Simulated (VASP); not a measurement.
# Rh3N4 (Pm-3m) in VASP: notebook

Runs on Rh3N4. Level: PBE. Tasks: single point.

Program: VASP 6.6.1. These are calculated values, not measurements. Logs are shortened: lines on timing, memory, paths and dates and some standing lists are left out, and cuts for length are marked.

### 1 The cell of the first run

The structure is cubic, space group Pm-3m (No. 221). The conventional cell has a = 4.198 Å, b = 4.198 Å, c = 4.198 Å, α = 90.00°, β = 90.00°, γ = 90.00°. Within 2.8 Å of Rh (site symmetry 4/mmm) lie 6 N at 2.10 Å. Within 2.8 Å of N (site symmetry m-3m) lie 6 Rh at 2.10 Å. Within 2.8 Å of N (site symmetry 4/mmm) lie 4 Rh at 2.10 Å.

The cell was built from a structure type or drawn by symmetry, and may not be a known phase.

### 2 Single point, PBE, collinear spin

INCAR reads:

```
PREC = Accurate
ENCUT = 520
EDIFF = 1E-6
ISMEAR = 0
SIGMA = 0.1
LREAL = False
LASPH = True
NELM = 150
ALGO = Normal
ISIF = 2
LWAVE = False
LCHARG = False
ISPIN = 2
MAGMOM = 0 0 0 0 0.24 0.24 0.24
LORBIT = 11
LMAXMIX = 4
GGA = PE
NBANDS = 46
```

KPOINTS reads:

```
regular mesh
0
Gamma
  10 10 10
```

POSCAR reads:

```
Rh3N4
1.0
    4.1979477178      0.0000000000      0.0000000000
    0.0000000000      4.1979477178      0.0000000000
    0.0000000000      0.0000000000      4.1979477178
Rh N
3 4
Direct
    0.5000000000      0.5000000000      0.0000000000
    0.0000000000      0.5000000000      0.5000000000
    0.5000000000      0.0000000000      0.5000000000
    0.5000000000      0.5000000000      0.5000000000
    0.5000000000      0.0000000000      0.0000000000
    0.0000000000      0.5000000000      0.0000000000
    0.0000000000      0.0000000000      0.5000000000
```

Potentials or basis: VASP PAW PBE potentials, release 64 (Rh_pv, N).

Command:

```sh
> cat potpaw_PBE.64/Rh_pv/POTCAR potpaw_PBE.64/N/POTCAR > POTCAR
> mpirun -np 1 vasp_std > vasp.out
```

OUTCAR:

```text
PREC = Accurate
   ENCUT = 520
   EDIFF = 1E-6
   ISMEAR = 0
   LREAL = False
   LASPH = True
   NELM = 150
   ISIF = 2
   ISPIN = 2
   LORBIT = 11
   GGA = PE

 ion  position               nearest neighbor table
   1  0.500  0.500  0.000-   4 2.10   5 2.10   6 2.10   4 2.10   5 2.10   6 2.10   3 2.97   3 2.97
                             3 2.97   2 2.97   3 2.97   2 2.97   2 2.97   2 2.97
   2  0.000  0.500  0.500-   4 2.10   6 2.10   7 2.10   6 2.10   7 2.10   4 2.10   3 2.97   3 2.97
                             1 2.97   1 2.97   3 2.97   1 2.97   1 2.97   3 2.97
   3  0.500  0.000  0.500-   4 2.10   5 2.10   7 2.10   5 2.10   4 2.10   7 2.10   2 2.97   1 2.97
                             2 2.97   1 2.97   1 2.97   2 2.97   1 2.97   2 2.97
   4  0.500  0.500  0.500-   1 2.10   2 2.10   3 2.10   1 2.10   3 2.10   2 2.10
   5  0.500  0.000  0.000-   1 2.10   3 2.10   3 2.10   1 2.10
   6  0.000  0.500  0.000-   1 2.10   2 2.10   2 2.10   1 2.10
   7  0.000  0.000  0.500-   2 2.10   3 2.10   2 2.10   3 2.10

  LATTYP: Found a simple cubic cell.
 ALAT       =     4.1979477178

  Lattice vectors:

 A1 = (   4.1979477178,   0.0000000000,   0.0000000000)
 A2 = (   0.0000000000,   4.1979477178,   0.0000000000)
 A3 = (   0.0000000000,   0.0000000000,   4.1979477178)

Analysis of symmetry for initial positions (statically):
=====================================================================
 Subroutine PRICEL returns:
 Original cell was already a primitive cell.

 Routine SETGRP: Setting up the symmetry group for a
 simple cubic supercell.

 Subroutine GETGRP returns: Found 48 space group operations
 (whereof 48 operations were pure point group operations)
 out of a pool of 48 trial point group operations.

The static configuration has the point symmetry O_h .

Analysis of symmetry for dynamics (positions and initial velocities):
=====================================================================
 Subroutine PRICEL returns:
 Original cell was already a primitive cell.

 Routine SETGRP: Setting up the symmetry group for a
 simple cubic supercell.

 Subroutine GETGRP returns: Found 48 space group operations
 (whereof 48 operations were pure point group operations)
 out of a pool of 48 trial point group operations.

The dynamic configuration has the point symmetry O_h .

Analysis of structural, dynamic, and magnetic symmetry:
=====================================================================
 Subroutine PRICEL returns:
 Original cell was already a primitive cell.

 Routine SETGRP: Setting up the symmetry group for a
 simple cubic supercell.

 Subroutine GETGRP returns: Found 48 space group operations
 (whereof 48 operations were pure point group operations)
 out of a pool of 48 trial point group operations.

The overall configuration has the point symmetry O_h .

 Subroutine INISYM returns: Found 48 space group operations
 (whereof 48 operations are pure point group operations),
 and found     1 'primitive' translations

----------------------------------------------------------------------------------------

                                     Primitive cell

  volume of cell :      73.9794

  direct lattice vectors                    reciprocal lattice vectors
     4.197947718  0.000000000  0.000000000     0.238211638  0.000000000  0.000000000
     0.000000000  4.197947718  0.000000000     0.000000000  0.238211638  0.000000000
     0.000000000  0.000000000  4.197947718     0.000000000  0.000000000  0.238211638

  length of vectors
     4.197947718  4.197947718  4.197947718     0.238211638  0.238211638  0.238211638

  position of ions in fractional coordinates (direct lattice)
     0.500000000  0.500000000  0.000000000
     0.000000000  0.500000000  0.500000000
     0.500000000  0.000000000  0.500000000
     0.500000000  0.500000000  0.500000000
     0.500000000  0.000000000  0.000000000
     0.000000000  0.500000000  0.000000000
     0.000000000  0.000000000  0.500000000

  ion indices of the primitive-cell ions
   primitive index   ion index
                 1           1
                 2           2
                 3           3
                 4           4
                 5           5
                 6           6
                 7           7

[... 59 lines left out ...]
   NGX,Y,Z   is equivalent  to a cutoff of  12.67, 12.67, 12.67 a.u.
   NGXF,Y,Z  is equivalent  to a cutoff of  25.35, 25.35, 25.35 a.u.
 SYSTEM =  unknown system
   PREC   = accura    normal or accurate (medium, high low for compatibility)
   ISTART =      0    job   : 0-new  1-cont  2-samecut
   ICHARG =      2    charge: 1-file 2-atom 10-const
   ISPIN  =      2    spin polarized calculation?
   LNONCOLLINEAR =      F non collinear calculations
   LSORBIT =      F    spin-orbit coupling
   LASPH  =      T    aspherical Exc in radial PAW
   ENCUT  =  520.0 eV  38.22 Ry    6.18 a.u.   7.81  7.81  7.81*2*pi/ulx,y,z
   NELM   =    150;   NELMIN=  2; NELMDL= -5     # of ELM steps
   EDIFF  = 0.1E-05   stopping-criterion for ELM
   LREAL  =      F    real-space projection
   EDIFFG = 0.1E-04   stopping-criterion for IOM
   NSW    =      0    number of steps for IOM
   IBRION =     -1    ionic relax: 0-MD 1-quasi-New 2-CG
   NFREE  =      0    steps in history (QN), initial steepest desc. (CG)
   ISIF   =      2    stress and relaxation
   ISYM   =      2    0-nonsym 1-usesym 2-fastsym
   POTIM  = 0.5000    time-step for ionic-motion
   TEBEG  =    0.0;   TEEND  =   0.0 temperature during run
   PSTRESS=    0.0 pullay stress
   NELECT =      65.0000    total number of electrons
   NUPDOWN=      -1.0000    fix difference up-down
   EMIN   =  10.00;   EMAX   =-10.00  energy-range for DOS
   EFERMI =   0.00;   METHOD = LEGACY
   ISMEAR =     0;   SIGMA  =   0.10  broadening in eV -4-tet -1-fermi 0-gaus
   EFERMI_NEDOS =   21; number of points for ismear=-14 and -15
   IALGO  =     38    algorithm
   IMIX   =      4    mixing-type and parameters
     AMIX     =   0.40;   BMIX     =  1.00
     AMIX_MAG =   1.60;   BMIX_MAG =  1.00
  volume/ion in A,a.u.               =      10.57        71.32
  Fermi-wavevector in a.u.,A,eV,Ry     =   1.567986  2.963064 33.451025  2.458581
  Thomas-Fermi vector in A             =   2.670085
   LORBIT       =     11    0 simple, 1 ext, 2 COOP (PROOUT), +10 PAW based schemes
   GGA     = PE    functional components
   LHFCALC =     F    Hartree Fock is set to
   AEXX    =    0.0000 exact exchange contribution
   IVDW    =     0    specifies the selected vdW correction
   LEPSILON=     F    determine dielectric tensor
   LRPA    =     F    only Hartree local field effects (RPA)
 spin polarized calculation
 Gauss-broadening in eV      SIGMA  =   0.10
  energy-cutoff  :      520.00
  volume of cell :       73.98
 maximum number of plane-waves:      2008
 NGX is ok and might be reduce to    32
   NGX = 15   NGY = 15   NGZ = 15

 number of electron      64.9999972 magnetization      -0.0003274

 number of electron      64.9999972 magnetization       0.0000767

 Free energy of the ion-electron system (eV)
  ---------------------------------------------------
  ext. energy  EPLUGINS =         0.00000000
  ---------------------------------------------------
  free energy    TOTEN  =       -47.28168448 eV

  energy without entropy =      -47.25963132  energy(sigma->0) =      -47.27065790

 E-fermi :   8.6353     XC(G=0): -12.7794

 val. band max:        8.6218094672   @ k =   0.2000   0.1000   0.1000
 cond. band min:       8.6444800973   @ k =   0.2000   0.1000   0.0000
 fundamental gap:      0.0226706301
 Fermi energy:         8.6352745232

 spin component 1

 k-point     1 :       0.0000    0.0000    0.0000
  band No.  band energies     occupation
      1     -38.6646      1.00000
      2     -38.6646      1.00000
      3     -38.6646      1.00000
      4     -38.6048      1.00000
      5     -38.6048      1.00000
      6     -38.6048      1.00000
[... 1117 lines left out ...]
     43      19.8293      0.00000
     44      19.9755      0.00000

 [... further k-points ...]

 spin component 2

 k-point     1 :       0.0000    0.0000    0.0000
  band No.  band energies     occupation
      1     -38.6646      1.00000
      2     -38.6646      1.00000
      3     -38.6646      1.00000
      4     -38.6048      1.00000
      5     -38.6048      1.00000
      6     -38.6048      1.00000
[... 1117 lines left out ...]
     43      19.8293      0.00000
     44      19.9755      0.00000

 [... further k-points ...]

 [bands above 44 left out]

------------------------ aborting loop because EDIFF is reached ----------------------------------------

  FORCE on cell =-STRESS in cart. coord.  units (eV):
  Direction    XX          YY          ZZ          XY          YZ          ZX
  --------------------------------------------------------------------------------------
  -------------------------------------------------------------------------------------
  Total       -0.0156332     -0.0156332     -0.0156332      0.0000000      0.0000000      0.0000000
  in kB       -0.3385686     -0.3385686     -0.3385686      0.0000000      0.0000000      0.0000000
  external PRESSURE =      -0.3385686 kB  Pullay stress =       0.0000000 kB

 VOLUME and BASIS-vectors are now :
 -----------------------------------------------------------------------------
  energy-cutoff  :      520.00
  volume of cell :       73.98
      direct lattice vectors                 reciprocal lattice vectors
     4.197947718  0.000000000  0.000000000     0.238211638  0.000000000  0.000000000
     0.000000000  4.197947718  0.000000000     0.000000000  0.238211638  0.000000000
     0.000000000  0.000000000  4.197947718     0.000000000  0.000000000  0.238211638

 POSITION                                       TOTAL-FORCE (eV/Angst)
 -----------------------------------------------------------------------------------
      2.09897      2.09897      0.00000         0.000000      0.000000      0.000000
      0.00000      2.09897      2.09897         0.000000      0.000000      0.000000
      2.09897      0.00000      2.09897         0.000000      0.000000      0.000000
      2.09897      2.09897      2.09897         0.000000      0.000000      0.000000
      2.09897      0.00000      0.00000         0.000000      0.000000      0.000000
      0.00000      2.09897      0.00000         0.000000      0.000000      0.000000
      0.00000      0.00000      2.09897         0.000000      0.000000      0.000000
 -----------------------------------------------------------------------------------
    total drift:                                0.000000     -0.000000     -0.000000

  FREE ENERGIE OF THE ION-ELECTRON SYSTEM (eV)
  ---------------------------------------------------
  free  energy   TOTEN  =       -47.2816844774 eV

  energy  without entropy=      -47.2596313165  energy(sigma->0) =      -47.27065790

 total charge

# of ion       s       p       d       tot
------------------------------------------
    1        0.346   6.330   7.050  13.726
    2        0.346   6.330   7.050  13.726
    3        0.346   6.330   7.050  13.726
    4        1.237   2.429   0.000   3.666
    5        1.269   2.291   0.000   3.560
    6        1.269   2.291   0.000   3.560
    7        1.269   2.291   0.000   3.560
--------------------------------------------------
tot          6.083  28.291  21.150  55.523

 magnetization (x)

# of ion       s       p       d       tot
------------------------------------------
    1        0.000   0.000   0.000   0.000
    2        0.000   0.000   0.000   0.000
    3        0.000   0.000   0.000   0.000
    4       -0.000   0.000   0.000   0.000
    5       -0.000   0.000   0.000   0.000
    6       -0.000   0.000   0.000   0.000
    7       -0.000   0.000   0.000   0.000
--------------------------------------------------
tot         -0.000   0.000   0.000   0.000
```

Wall time 2.1 min (1 thread of Intel Xeon 6975P-C (Granite Rapids), shared host); peak memory 0.37 GiB.

What came out:

```
Free energy                                           : -47.2817 eV
Pressure                                              : 0.0 GPa
Net moment                                            : 0.00 μB per cell
Valence electrons inside the program's atomic spheres : Rh 13.73; N 3.67, 3.56 (each value once)
```

Levels at points of the mesh, in eV from the Fermi level:
Spin up:
| k point | band 28 | band 29 | band 30 | band 31 | band 32 | band 33 | band 34 | band 35 | band 36 | band 37 |
| --- | --- | --- | --- | --- | --- | --- | --- | --- | --- | --- |
| (0.00, 0.00, 0.00) | -2.35 | -2.16 | -2.16 | -1.57 | -0.73 | -0.73 | -0.73 | -0.56 | -0.56 | -0.56 |
| (0.50, 0.00, 0.00) | -1.96 | -0.63 | -0.57 | -0.57 | -0.56 | -0.51 | -0.51 | 0.59 | 0.59 | 0.72 |
| (0.50, 0.50, 0.00) | -1.03 | -0.33 | -0.26 | -0.26 | 0.09 | 0.35 | 0.49 | 1.11 | 1.13 | 1.13 |
| (0.50, 0.50, 0.50) | -1.25 | -0.09 | -0.09 | -0.09 | 0.93 | 1.05 | 1.05 | 4.75 | 4.75 | 4.75 |
Spin down:
```tsv
k point	band 30	band 31	band 32	band 33	band 34	band 35
(0.00, 0.00, 0.00)	-2.16	-1.57	-0.73	-0.73	-0.73	-0.56
(0.50, 0.00, 0.00)	-0.57	-0.57	-0.56	-0.51	-0.51	0.59
(0.50, 0.50, 0.00)	-0.26	-0.26	0.09	0.35	0.49	1.11
(0.50, 0.50, 0.50)	-0.09	-0.09	0.93	1.05	1.05	4.75
```

### 3 Single point, PBE, collinear spin, ferromagnetic start

This run uses another cell than the first one, of 9.46 Å³/atom.

INCAR reads:

```
SYSTEM = Rh3N4
ALGO = Normal
EDIFF = 1E-6
ENCUT = 520
GGA = PE
ISIF = 2
ISMEAR = 0
ISPIN = 2
LASPH = .True.
LCHARG = .False.
LMAXMIX = 4
LORBIT = 11
LREAL = .False.
LWAVE = .False.
MAGMOM = 1 1 1 0 0 0 0
NBANDS = 46
NELM = 150
PREC = Accurate
SIGMA = 0.1
```

KPOINTS reads:

```
k-points
0
Gamma
  4 4 4
  0 0 0
```

POSCAR, as its differences from that of step 2:

```diff
@@ -2,5 +2,5 @@
 1.0
-    4.1979477178      0.0000000000      0.0000000000
-    0.0000000000      4.1979477178      0.0000000000
-    0.0000000000      0.0000000000      4.1979477178
+    4.0461774500      0.0000000000      0.0000000000
+    0.0000000000      4.0461774500      0.0000000000
+    0.0000000000      0.0000000000      4.0461774500
 Rh N
```

Potentials or basis: VASP PAW PBE potentials, release 64 (Rh_pv, N).

Command:

```sh
> cat potpaw_PBE.64/Rh_pv/POTCAR potpaw_PBE.64/N/POTCAR > POTCAR
> mpirun -np 1 vasp_std > vasp.out
```

OUTCAR:

```text
SYSTEM = Rh3N4
   EDIFF = 1E-6
   ENCUT = 520
   GGA = PE
   ISIF = 2
   ISMEAR = 0
   ISPIN = 2
   LASPH = .True.
   LORBIT = 11
   LREAL = .False.
   NELM = 150
   PREC = Accurate

 ion  position               nearest neighbor table
   1  0.500  0.500  0.000-   4 2.02   5 2.02   6 2.02   4 2.02   5 2.02   6 2.02   3 2.86   3 2.86
                             3 2.86   2 2.86   3 2.86   2 2.86   2 2.86   2 2.86
   2  0.000  0.500  0.500-   4 2.02   6 2.02   7 2.02   6 2.02   7 2.02   4 2.02   3 2.86   3 2.86
                             1 2.86   1 2.86   3 2.86   1 2.86   1 2.86   3 2.86
   3  0.500  0.000  0.500-   4 2.02   5 2.02   7 2.02   5 2.02   4 2.02   7 2.02   2 2.86   1 2.86
                             2 2.86   1 2.86   1 2.86   2 2.86   1 2.86   2 2.86
   4  0.500  0.500  0.500-   1 2.02   2 2.02   3 2.02   1 2.02   3 2.02   2 2.02
   5  0.500  0.000  0.000-   1 2.02   3 2.02   3 2.02   1 2.02
   6  0.000  0.500  0.000-   1 2.02   2 2.02   2 2.02   1 2.02
   7  0.000  0.000  0.500-   2 2.02   3 2.02   2 2.02   3 2.02

  LATTYP: Found a simple cubic cell.
 ALAT       =     4.0461774500

  Lattice vectors:

 A1 = (   4.0461774500,   0.0000000000,   0.0000000000)
 A2 = (   0.0000000000,   4.0461774500,   0.0000000000)
 A3 = (   0.0000000000,   0.0000000000,   4.0461774500)

Analysis of symmetry for initial positions (statically):
=====================================================================
[... 1148 lines left out ...]
  energy-cutoff  :      520.00
  volume of cell :       66.24
      direct lattice vectors                 reciprocal lattice vectors
     4.046177450  0.000000000  0.000000000     0.247146847  0.000000000  0.000000000
     0.000000000  4.046177450  0.000000000     0.000000000  0.247146847  0.000000000
     0.000000000  0.000000000  4.046177450     0.000000000  0.000000000  0.247146847

 POSITION                                       TOTAL-FORCE (eV/Angst)
 -----------------------------------------------------------------------------------
      2.02309      2.02309      0.00000         0.000000      0.000000      0.000000
      0.00000      2.02309      2.02309         0.000000      0.000000      0.000000
      2.02309      0.00000      2.02309         0.000000      0.000000      0.000000
      2.02309      2.02309      2.02309         0.000000      0.000000      0.000000
      2.02309      0.00000      0.00000         0.000000      0.000000      0.000000
      0.00000      2.02309      0.00000         0.000000      0.000000      0.000000
      0.00000      0.00000      2.02309         0.000000      0.000000      0.000000
 -----------------------------------------------------------------------------------
    total drift:                                0.000000      0.000000     -0.000000

  FREE ENERGIE OF THE ION-ELECTRON SYSTEM (eV)
  ---------------------------------------------------
  free  energy   TOTEN  =       -46.2906498780 eV

  energy  without entropy=      -46.2546254487  energy(sigma->0) =      -46.27263766

 total charge

# of ion       s       p       d       tot
------------------------------------------
    1        0.387   6.427   7.157  13.971
    2        0.387   6.427   7.157  13.971
    3        0.387   6.427   7.157  13.971
    4        1.229   2.546   0.000   3.775
    5        1.267   2.379   0.000   3.646
    6        1.267   2.379   0.000   3.646
    7        1.267   2.379   0.000   3.646
--------------------------------------------------
tot          6.191  28.962  21.470  56.623

 magnetization (x)

# of ion       s       p       d       tot
------------------------------------------
    1        0.001  -0.000   0.099   0.100
    2        0.001  -0.000   0.099   0.100
    3        0.001  -0.000   0.099   0.100
    4        0.003   0.028   0.000   0.031
    5        0.005   0.121   0.000   0.127
    6        0.005   0.121   0.000   0.127
    7        0.005   0.121   0.000   0.127
--------------------------------------------------
tot          0.023   0.391   0.298   0.712
```

Run time: 86 s. Hardware: 1 thread of Intel Xeon 6975P-C (Granite Rapids), shared host; peak memory 0.21 GiB.

Results:

```yaml
Free_energy: -46.2906 eV
Pressure: 37.3 GPa
Net_moment: 0.87 μB per cell
Site_moments: Rh +0.10; N +0.03, +0.13 (each value once) μB
Valence_electrons_inside_the_program's_atomic_spheres: Rh 13.97; N 3.77, 3.65 (each value once)
```

Levels at points of the mesh, in eV from the Fermi level:
Spin up:
| k point | band 30 | band 31 | band 32 | band 33 | band 34 | band 35 | band 36 | band 37 |
| --- | --- | --- | --- | --- | --- | --- | --- | --- |
| (0.00, 0.00, 0.00) | -2.53 | -1.74 | -1.13 | -1.13 | -1.13 | -0.62 | -0.62 | -0.62 |
| (0.50, 0.00, 0.00) | -0.73 | -0.67 | -0.67 | -0.62 | -0.50 | 0.51 | 0.51 | 1.15 |
| (0.50, 0.50, 0.00) | -0.34 | -0.34 | 0.04 | 0.26 | 0.68 | 1.06 | 1.46 | 1.46 |
| (0.50, 0.50, 0.50) | -0.08 | -0.08 | 0.89 | 0.99 | 0.99 | 5.44 | 5.44 | 5.44 |
Spin down:
| k point | band 28 | band 29 | band 30 | band 31 | band 32 | band 33 | band 34 | band 35 |
| --- | --- | --- | --- | --- | --- | --- | --- | --- |
| (0.00, 0.00, 0.00) | -2.59 | -2.46 | -2.46 | -1.70 | -0.78 | -0.78 | -0.78 | -0.55 |
| (0.50, 0.00, 0.00) | -2.17 | -0.66 | -0.66 | -0.55 | -0.50 | -0.50 | -0.41 | 0.83 |
| (0.50, 0.50, 0.00) | -1.07 | -0.23 | -0.23 | -0.22 | 0.12 | 0.55 | 0.76 | 1.47 |
| (0.50, 0.50, 0.50) | -1.38 | 0.01 | 0.01 | 0.01 | 1.21 | 1.43 | 1.43 | 5.53 |

Caveat: the k points lie up to 0.39 Å⁻¹ apart.
